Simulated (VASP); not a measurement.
# FeB2Rh2 (I4/mmm) in VASP: single point with r2SCAN

Aim: the single point of FeB2Rh2 with r2SCAN.

Program: VASP 6.6.1. These are calculated values, not measurements. Logs are shortened: lines on timing, memory, paths and dates and some standing lists are left out, and cuts for length are marked.

### 1 The cell of the first run

It takes space group I4/mmm (No. 139, tetragonal). The conventional cell has a = 3.394 Å, b = 3.394 Å, c = 9.840 Å, α = 90.00°, β = 90.00°, γ = 90.00°. Within 2.8 Å of Rh (site symmetry -4m2) lie 4 B at 2.10 Å and 4 Rh at 2.40 Å. Within 2.8 Å of B (site symmetry 4mm) lie 4 Rh at 2.10 Å and 1 B at 2.46 Å and 4 Fe at 2.70 Å. Within 3.6 Å of Fe (site symmetry 4/mmm) lie 8 B at 2.70 Å and 8 Rh at 2.99 Å and 4 Fe at 3.39 Å.

### 2 Single point, r2SCAN

The input, POSCAR:

```
FeB2Rh2
1.0
    0.0000000000      3.3943330000      0.0000000000
    3.3943330000      0.0000000000      0.0000000000
    1.6971670000      1.6971670000     -4.9198420000
Rh B Fe
2 2 1
Direct
    0.7500000000      0.2500000000      0.5000000000
    0.2500000000      0.7500000000      0.5000000000
    0.3750000000      0.3750000000      0.2500000000
    0.6250000000      0.6250000000      0.7500000000
    0.0000000000      0.0000000000      0.0000000000
```

The input, INCAR.step1:

```
PREC = Accurate
ENCUT = 520
ISMEAR = -5
SIGMA = 0.1
LREAL = False
LASPH = True
NELM = 100
NBANDS = 30
GGA = PE
ALGO = Normal
EDIFF = 1E-4
LWAVE = True
LCHARG = False
```

The input, INCAR.step2:

```
PREC = Accurate
ENCUT = 520
EDIFF = 1E-7
ISMEAR = -5
SIGMA = 0.1
LREAL = False
LASPH = True
NELM = 100
ALGO = Normal
ISIF = 2
LWAVE = False
LCHARG = True
METAGGA = R2SCAN
LMIXTAU = True
LELF = True
LVHAR = True
NBANDS = 30
ISTART = 1
```

The input, KPOINTS:

```
regular mesh
0
Gamma
  8 8 8
```

Potentials or basis: VASP PAW PBE potentials, release 64 (Rh_pv, B, Fe).

Started as:

```console
> cat potpaw_PBE.64/Rh_pv/POTCAR potpaw_PBE.64/B/POTCAR potpaw_PBE.64/Fe/POTCAR > POTCAR
> cp INCAR.step1 INCAR
> mpirun -np 1 vasp_std > vasp.out
> cp INCAR.step2 INCAR
> mpirun -np 1 vasp_std > vasp.out
```

OUTCAR:

```text
PREC = Accurate
   ENCUT = 520
   EDIFF = 1E-7
   ISMEAR = -5
   LREAL = False
   LASPH = True
   NELM = 100
   ISIF = 2
   METAGGA = R2SCAN
   ISTART = 1

 ion  position               nearest neighbor table
   1  0.750  0.250  0.500-   3 2.10   4 2.10   4 2.10   3 2.10   2 2.40   2 2.40   2 2.40   2 2.40
                             5 2.99   5 2.99   5 2.99   5 2.99
   2  0.250  0.750  0.500-   3 2.10   4 2.10   4 2.10   3 2.10   1 2.40   1 2.40   1 2.40   1 2.40
                             5 2.99   5 2.99   5 2.99   5 2.99
   3  0.375  0.375  0.250-   2 2.10   1 2.10   1 2.10   2 2.10
   4  0.625  0.625  0.750-   2 2.10   1 2.10   1 2.10   2 2.10
   5  0.000  0.000  0.000-   1 2.99   2 2.99   1 2.99   2 2.99   1 2.99   2 2.99   1 2.99   2 2.99

  LATTYP: Found a body centered tetragonal cell.
 ALAT       =     3.3943330000
 C/A-ratio  =     2.8988564174

  Lattice vectors:

 A1 = (  -1.6971670000,   1.6971660000,   4.9198420000)
 A2 = (   1.6971660000,  -1.6971670000,   4.9198420000)
 A3 = (   1.6971670000,   1.6971670000,  -4.9198420000)

Analysis of symmetry for initial positions (statically):
=====================================================================
 Subroutine PRICEL returns:
 Original cell was already a primitive cell.

 Routine SETGRP: Setting up the symmetry group for a
 body centered tetragonal supercell.

 Subroutine GETGRP returns: Found 16 space group operations
 (whereof 16 operations were pure point group operations)
 out of a pool of 16 trial point group operations.

The static configuration has the point symmetry D_4h.

Analysis of symmetry for dynamics (positions and initial velocities):
=====================================================================
 Subroutine PRICEL returns:
 Original cell was already a primitive cell.

 Routine SETGRP: Setting up the symmetry group for a
 body centered tetragonal supercell.

 Subroutine GETGRP returns: Found 16 space group operations
 (whereof 16 operations were pure point group operations)
 out of a pool of 16 trial point group operations.

The dynamic configuration has the point symmetry D_4h.

 Subroutine INISYM returns: Found 16 space group operations
 (whereof 16 operations are pure point group operations),
 and found     1 'primitive' translations

----------------------------------------------------------------------------------------

                                     Primitive cell

  volume of cell :      56.6839

  direct lattice vectors                    reciprocal lattice vectors
     0.000000000  3.394333000  0.000000000     0.000000000  0.294608690  0.101629310
     3.394333000  0.000000000  0.000000000     0.294608690  0.000000000  0.101629310
     1.697167000  1.697167000 -4.919842000     0.000000000  0.000000000 -0.203258560

  length of vectors
     3.394333000  3.394333000  5.474084120     0.311645307  0.311645307  0.203258560

  position of ions in fractional coordinates (direct lattice)
     0.750000000  0.250000000  0.500000000
     0.250000000  0.750000000  0.500000000
     0.375000000  0.375000000  0.250000000
     0.625000000  0.625000000  0.750000000
     0.000000000  0.000000000  0.000000000

  ion indices of the primitive-cell ions
   primitive index   ion index
                 1           1
                 2           2
                 3           3
                 4           4
                 5           5

----------------------------------------------------------------------------------------

 KPOINTS: regular mesh

Automatic generation of k-mesh.
 Grid dimensions read from file:
 generate k-points for:    8    8    8

 Generating k-lattice:

  Cartesian coordinates                     Fractional coordinates (reciprocal lattice)
     0.000000000  0.036826086  0.012703664     0.125000000  0.000000000 -0.000000000
     0.036826086  0.000000000  0.012703664     0.000000000  0.125000000 -0.000000000
     0.000000000  0.000000000 -0.025407320     0.000000000  0.000000000  0.125000000

  Length of vectors
     0.038955663  0.038955663  0.025407320

  Shift w.r.t. Gamma in fractional coordinates (k-lattice)
     0.000000000  0.000000000  0.000000000

 TETIRR: Found   1382 inequivalent tetrahedra from     3072

 Subroutine IBZKPT returns following result:
 ===========================================

 Found     59 irreducible k-points:

 Following reciprocal coordinates:
            Coordinates               Weight
  0.000000  0.000000  0.000000      1.000000
  0.125000  0.000000  0.000000      8.000000
  0.250000  0.000000  0.000000      8.000000
  0.375000  0.000000  0.000000      8.000000
  0.500000  0.000000  0.000000      4.000000
  0.125000  0.125000  0.000000      8.000000
[... 16 lines left out ...]
  0.250000  0.000000  0.125000      4.000000
  0.375000  0.000000  0.125000      8.000000
 [... further k-points ...]
   k-points           NKPTS =     59   k-points in BZ     NKDIM =     59   number of bands    NBANDS=     30
   number of dos      NEDOS =    301   number of ions     NIONS =      5
   total plane-waves  NPLWV =  32928
   dimension x,y,z NGX =    28 NGY =   28 NGZ =   42
   dimension x,y,z NGXF=    56 NGYF=   56 NGZF=   84
   ions per type =               2   2   1
   NGX,Y,Z   is equivalent  to a cutoff of  13.71, 13.71, 12.76 a.u.
   NGXF,Y,Z  is equivalent  to a cutoff of  27.43, 27.43, 25.51 a.u.
 SYSTEM =  unknown system
   PREC   = accura    normal or accurate (medium, high low for compatibility)
   ISTART =      1    job   : 0-new  1-cont  2-samecut
   ICHARG =      0    charge: 1-file 2-atom 10-const
   ISPIN  =      1    spin polarized calculation?
   LNONCOLLINEAR =      F non collinear calculations
   LSORBIT =      F    spin-orbit coupling
   LASPH  =      T    aspherical Exc in radial PAW
   ENCUT  =  520.0 eV  38.22 Ry    6.18 a.u.   6.31  6.31 10.18*2*pi/ulx,y,z
   NELM   =    100;   NELMIN=  2; NELMDL=  0     # of ELM steps
   EDIFF  = 0.1E-06   stopping-criterion for ELM
   LREAL  =      F    real-space projection
   EDIFFG = 0.1E-05   stopping-criterion for IOM
   NSW    =      0    number of steps for IOM
   IBRION =     -1    ionic relax: 0-MD 1-quasi-New 2-CG
   NFREE  =      0    steps in history (QN), initial steepest desc. (CG)
   ISIF   =      2    stress and relaxation
   ISYM   =      2    0-nonsym 1-usesym 2-fastsym
   POTIM  = 0.5000    time-step for ionic-motion
   TEBEG  =    0.0;   TEEND  =   0.0 temperature during run
   PSTRESS=    0.0 pullay stress
   NELECT =      44.0000    total number of electrons
   NUPDOWN=      -1.0000    fix difference up-down
   EMIN   =  10.00;   EMAX   =-10.00  energy-range for DOS
   EFERMI =   0.00;   METHOD = LEGACY
   ISMEAR =    -5;   SIGMA  =   0.10  broadening in eV -4-tet -1-fermi 0-gaus
   EFERMI_NEDOS =   21; number of points for ismear=-14 and -15
   IALGO  =     38    algorithm
   IMIX   =      4    mixing-type and parameters
     AMIX     =   0.40;   BMIX     =  1.00
     AMIX_MAG =   1.60;   BMIX_MAG =  1.00
  volume/ion in A,a.u.               =      11.34        76.50
  Fermi-wavevector in a.u.,A,eV,Ry     =   1.504547  2.843181 30.798979  2.263661
  Thomas-Fermi vector in A             =   2.615512
   LORBIT       =      0    0 simple, 1 ext, 2 COOP (PROOUT), +10 PAW based schemes
   METAGGA = R2SCAN    functional components
   LHFCALC =     F    Hartree Fock is set to
   AEXX    =    0.0000 exact exchange contribution
   IVDW    =     0    specifies the selected vdW correction
   LEPSILON=     F    determine dielectric tensor
   LRPA    =     F    only Hartree local field effects (RPA)
 non-spin polarized calculation
 Fermi weights with tetrahedron method with Bloechl corrections
  energy-cutoff  :      520.00
  volume of cell :       56.68
 maximum number of plane-waves:      1540
 NGX is ok and might be reduce to    28
   NGX = 13   NGY = 13   NGZ = 21

 number of electron      44.0000010 magnetization

 Free energy of the ion-electron system (eV)
  ---------------------------------------------------
  ext. energy  EPLUGINS =         0.00000000
  ---------------------------------------------------
  free energy    TOTEN  =       -73.42158066 eV

  energy without entropy =      -73.42158066  energy(sigma->0) =      -73.42158066

 E-fermi :   8.3540     XC(G=0): -13.7930

 val. band max:        8.4044841972   @ k =  -0.2500   0.5000   0.1250
 cond. band min:       8.3390589847   @ k =  -0.2500  -0.3750   0.1250
 fundamental gap:     -0.0654252125
 Fermi energy:         8.3539945687

 k-point     1 :       0.0000    0.0000    0.0000
  band No.  band energies     occupation
      1     -40.5889      2.00000
      2     -40.5889      2.00000
      3     -39.9157      2.00000
      4     -39.6088      2.00000
      5     -39.4903      2.00000
      6     -39.4903      2.00000
[... 22 lines left out ...]
     29      13.7202      0.00000
     30      16.1001      0.00000

 k-point     2 :       0.1250    0.0000    0.0000
  band No.  band energies     occupation
      1     -40.5544      2.00000
      2     -40.5492      2.00000
      3     -39.9038      2.00000
      4     -39.6204      2.00000
      5     -39.5400      2.00000
      6     -39.5344      2.00000
[... 22 lines left out ...]
     29      14.5736      0.00000
     30      16.1414      0.00000

 k-point     3 :       0.2500    0.0000    0.0000
  band No.  band energies     occupation
      1     -40.4532      2.00000
      2     -40.4354      2.00000
      3     -39.8699      2.00000
      4     -39.6799      2.00000
      5     -39.6591      2.00000
      6     -39.6513      2.00000
[... 22 lines left out ...]
     29      15.3941      0.00000
     30      15.9593      0.00000

 k-point     4 :       0.3750    0.0000    0.0000
  band No.  band energies     occupation
      1     -40.2935      2.00000
      2     -40.2626      2.00000
      3     -39.8751      2.00000
      4     -39.8427      2.00000
      5     -39.8195      2.00000
      6     -39.7017      2.00000
[... 616 lines left out ...]
     29      13.9662      0.00000
     30      15.8917      0.00000

 k-point    23 :       0.2500    0.0000    0.1250
  band No.  band energies     occupation
      1     -40.4532      2.00000
      2     -40.4354      2.00000
      3     -39.8698      2.00000
      4     -39.6799      2.00000
      5     -39.6591      2.00000
      6     -39.6513      2.00000
[... 22 lines left out ...]
     29      15.3545      0.00000
     30      16.1896      0.00000

 k-point    24 :       0.3750    0.0000    0.1250
  band No.  band energies     occupation
      1     -40.2935      2.00000
      2     -40.2626      2.00000
      3     -39.8752      2.00000
      4     -39.8427      2.00000
      5     -39.8194      2.00000
      6     -39.7017      2.00000
[... 22 lines left out ...]
     29      15.7100      0.00000
     30      16.3516      0.00000

 [... further k-points ...]

------------------------ aborting loop because EDIFF is reached ----------------------------------------

  FORCE on cell =-STRESS in cart. coord.  units (eV):
  Direction    XX          YY          ZZ          XY          YZ          ZX
  --------------------------------------------------------------------------------------
  -------------------------------------------------------------------------------------
  Total       11.6643137     11.6643137     -8.4967931     -0.0000000      0.0000009      0.0000009
  in kB      329.6930000    329.6930000   -240.1627110     -0.0000000      0.0000244      0.0000244
  external PRESSURE =     139.7410963 kB  Pullay stress =       0.0000000 kB

 VOLUME and BASIS-vectors are now :
 -----------------------------------------------------------------------------
  energy-cutoff  :      520.00
  volume of cell :       56.68
      direct lattice vectors                 reciprocal lattice vectors
     0.000000000  3.394333000  0.000000000     0.000000000  0.294608690  0.101629310
     3.394333000  0.000000000  0.000000000     0.294608690  0.000000000  0.101629310
     1.697167000  1.697167000 -4.919842000     0.000000000  0.000000000 -0.203258560

 POSITION                                       TOTAL-FORCE (eV/Angst)
 -----------------------------------------------------------------------------------
      1.69717      3.39433     -2.45992         0.000000      0.000000      0.000000
      3.39433      1.69717     -2.45992        -0.000000     -0.000000      0.000000
      1.69717      1.69717     -1.22996        -0.000000     -0.000000      1.460054
      3.39433      3.39433     -3.68988         0.000000      0.000000     -1.460054
      0.00000      0.00000      0.00000        -0.000000      0.000000      0.000000
 -----------------------------------------------------------------------------------
    total drift:                                0.000000      0.000000     -0.000000

  FREE ENERGIE OF THE ION-ELECTRON SYSTEM (eV)
  ---------------------------------------------------
  free  energy   TOTEN  =       -73.4215806593 eV

  energy  without entropy=      -73.4215806593  energy(sigma->0) =      -73.42158066
```

Run time: 11 min. Hardware: 1 thread of Oxide Virtual Turin-like, shared host; peak memory 0.22 GiB.

What came out:

| Property | Result |
| --- | --- |
| Free energy | -73.4216 eV |
| Pressure | 14.0 GPa |
| Largest force | 1.460 eV/Å |
| Band gap on the k mesh | zero (band 22 reaches 9.04 eV, above the bottom of band 23 at 8.05 eV) |

Forces on the atoms (eV/Å):
```
Rh   0.000  0.000  0.000
Rh   0.000  0.000  0.000
B    0.000  0.000  1.460
B    0.000  0.000 -1.460
Fe   0.000  0.000  0.000
```

Caveat: the PAW data sets were made with another functional, which shifts forces and pressure a little; tetrahedron occupations give inexact forces and stress in metals.
